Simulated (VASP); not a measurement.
Crystal: SnTe.

```xyz
2
Lattice="0.0000 3.1565 3.1565 3.1565 0.0000 3.1565 3.1565 3.1565 0.0000" Properties=species:S:1:pos:R:3 pbc="T T T"
Sn    0.0000    0.0000    0.0000
Te    3.1565    3.1565    3.1565
```

```yaml
Program: VASP 6.6.1
Task: relaxation of cell and atoms
Functional: PBE
Potentials_or_basis: VASP PAW PBE potentials, release 64 (Sn_d, Te)
Cutoff: 600 eV
k_mesh: 10 × 10 × 10
Occupations: gaussian, width 0.01 eV
Spin: no spin polarisation
```

At the start: pressure 2.0 GPa; volume 31.45 Å³/atom.

Question: Where does the relaxation end?

Answer: Over 3 steps the energy falls by 8.8 meV/atom and the volume is 32.91 Å³/atom (+4.7 %); space group Fm-3m (No. 225, to 0.1 Å) before and after.

The path:
| step | energy change (eV) | largest force (eV/Å) | pressure (GPa) | volume (Å³) |
| --- | --- | --- | --- | --- |
| 1 | 0.0000 | 0.0000 | 2.01 | 62.90 |
| 2 | -0.0167 | 0.0000 | -0.43 | 66.57 |
| 3 | -0.0176 | 0.0000 | 0.01 | 65.83 |

Final structure:
```
Sn Te
1.0
     0.00000    3.20472    3.20472
     3.20472    0.00000    3.20472
     3.20472    3.20472    0.00000
Sn Te
1 1
Direct
  0.00000 0.00000 0.00000
  0.50000 0.50000 0.50000
```
